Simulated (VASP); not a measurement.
A run of VASP 6.6.1 is set up as follows.

INCAR

```
SYSTEM = Si16O
PREC = Accurate
ENCUT = 520
EDIFF = 1E-6
ISMEAR = -1
SIGMA = 0.02
LREAL = Auto
LASPH = .True.
NELM = 150
ALGO = Normal
ISIF = 2
LWAVE = .False.
LCHARG = .True.
ISPIN = 2
MAGMOM = 0 0 0 0 0 0 0 0 0 0 0 0 0 0 0 0 1
LORBIT = 11
LELF = .True.
LVHAR = .True.
NBANDS = 53
```

KPOINTS

```
regular mesh
0
Gamma
  2 2 2
  0 0 0
```

Contents of POSCAR:

```
Si16O
1.0
    0.0000000000      5.4300000000      5.4300000000
    5.4300000000      0.0000000000      5.4300000000
    5.4300000000      5.4300000000      0.0000000000
Si O
16 1
Direct
    0.0415469613      0.0254696133     -0.0419889503
    0.1412983425      0.1205432781      0.1244290976
    0.0246961326      0.0256353591      0.4766666667
    0.1420073665      0.1754143646      0.5903867403
    0.0018968692      0.5127440147      0.0223204420
    0.1850184162      0.6531767956      0.0561049724
    0.0016758748      0.5601289134      0.5233149171
    0.1596593002      0.6621086556      0.6675230203
    0.4974125230      0.0465837937     -0.0000644567
    0.6381491713      0.1426795580      0.1110957643
    0.5137476980      0.0480755064      0.4844290976
    0.6645764273      0.1019797422      0.6375046041
    0.5452946593      0.5146132597     -0.0458655617
    0.6142909761      0.6653222836      0.1093186004
    0.5167311234      0.4938213628      0.4805801105
    0.6447790055      0.6666206262      0.5819060773
    0.1820534070      0.6288121547      0.2961786372
```

Potentials or basis: VASP PAW LDA potentials, release 64 (Si, O).

Command:

```sh
$ cat potpaw_LDA.64/Si/POTCAR potpaw_LDA.64/O/POTCAR > POTCAR
$ mpirun -np 1 vasp_std > vasp.out
```

Task: Estimate the band gap on the k mesh.

Result: 0.31 eV.

Task: Estimate the net moment.

Result: 0.00 μB per cell.

Task: Predict the largest force.

Result: 2.727 eV/Å.

Forces on the atoms (eV/Å):
```
Si  -0.168 -1.046 -1.305
Si   0.488 -1.584  1.054
Si   0.901  1.821 -0.325
Si   0.855 -0.490  0.297
Si   0.540  0.298 -0.921
Si   1.221  0.513 -0.354
Si   0.128  1.588 -0.639
Si  -1.332 -1.021 -0.592
Si  -1.750  0.087 -1.063
Si   0.585  1.723  2.031
Si  -0.975 -0.218 -0.887
Si   0.950 -1.372  0.765
Si  -0.372 -0.038  0.665
Si  -0.487  0.765  0.092
Si   0.962  0.924  0.783
Si  -0.485 -0.583 -0.338
O   -1.061 -1.366  0.735
```

Caveat: the k points lie up to 0.50 Å⁻¹ apart; the atoms stand as in a frame of molecular dynamics; semilocal functionals underestimate gaps, and a narrow one can read as zero.
